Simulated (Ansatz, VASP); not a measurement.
**Fe: VASP beside Ansatz**

```xyz
1
Lattice="-1.3650 1.3650 1.3650 1.3650 -1.3650 1.3650 1.3650 1.3650 -1.3650" Properties=species:S:1:pos:R:3 pbc="T T T"
Fe    0.0000    0.0000    0.0000
```

Alike in both runs: task single point; functional r2SCAN; k mesh 16 × 16 × 16; occupations fermi-dirac, width 0.03 eV; no spin polarisation.

```csv
,VASP,Ansatz
version,VASP 6.6.1,Ansatz 0.2.0
potentials or method,"VASP PAW PBE potentials, release 64 (Fe), cutoff 660 eV","plane waves (500 eV) with PAW, scalar-relativistic"
valence electrons in the cell,8,16
```

```tsv
	VASP	Ansatz	Ansatz less VASP
pressure (GPa)	-0.2	-0.7	-0.50
```

VASP's potentials were made for PBE, not for r2SCAN. The functional is the same, so the differences come from potentials, cutoffs and numerics. VASP's potentials hold 8 valence electrons a cell and Ansatz's 16, so a difference there can come from the potentials and not from the codes.
